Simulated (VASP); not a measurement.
A run of VASP 6.6.1 is set up as follows.

The input INCAR:

```
SYSTEM = TiO2
PREC = Accurate
ENCUT = 520
EDIFF = 1E-6
ISMEAR = 0
SIGMA = 0.05
LREAL = .False.
LASPH = .True.
NELM = 150
ALGO = Normal
ISIF = 2
LWAVE = .False.
LCHARG = .True.
LMAXMIX = 4
LDAU = .True.
LDAUTYPE = 2
LDAUL = 2 -1
LDAUU = 4 0
LDAUJ = 0 0
LDAUPRINT = 1
GGA = PE
LELF = .True.
LVHAR = .True.
NBANDS = 33
```

KPOINTS

```
Automatic mesh
0
Gamma
  6 6 6
  0 0 0
```

Contents of POSCAR:

```
TiO2
1.0
    2.6553285366     -2.6554023247     -0.0198141649
    2.6553285366      2.6554023247     -0.0198141649
   -2.6193061034      0.0000000000      4.8299503602
Ti O
2 4
Direct
    0.1250069486      0.8749930514      0.2500000000
    0.8749930514      0.1250069486      0.7500000000
    0.3148847788      0.0649080541      0.6297792795
    0.6851152212      0.9350919459      0.3702207205
    0.9350919459      0.6851152212      0.8702207205
    0.0649080541      0.3148847788      0.1297792795
```

Potentials or basis: VASP PAW PBE potentials, release 64 (Ti_sv, O).

The run is started by

```sh
$ cat potpaw_PBE.64/Ti_sv/POTCAR potpaw_PBE.64/O/POTCAR > POTCAR
$ mpirun -np 1 vasp_std > vasp.out
```

Problem. Estimate the pressure.

Solution. 30.3 GPa.

Problem. Estimate the largest force.

Solution. 4.286 eV/Å.

Problem. Estimate the band gap on the k mesh.

Solution. 2.87 eV (least direct gap 3.11 eV).

Eigenvalues of the final occupation matrices:
| site | spin | trace | eigenvalues |
| --- | --- | --- | --- |
| site 1 d | 1 | 0.86 | 0.08 0.12 0.12 0.23 0.31 |
| site 1 d | 2 | 0.86 | 0.08 0.12 0.12 0.23 0.31 |
| site 2 d | 1 | 0.86 | 0.08 0.12 0.12 0.23 0.31 |
| site 2 d | 2 | 0.86 | 0.08 0.12 0.12 0.23 0.31 |

Caveat: the cell differs from its parent crystal (atoms shifted along a free coordinate); the cell stands under pressure; forces of over 1 eV/Å act on the atoms, so gaps and moduli don't describe the material at rest. A k mesh can miss the band edges.
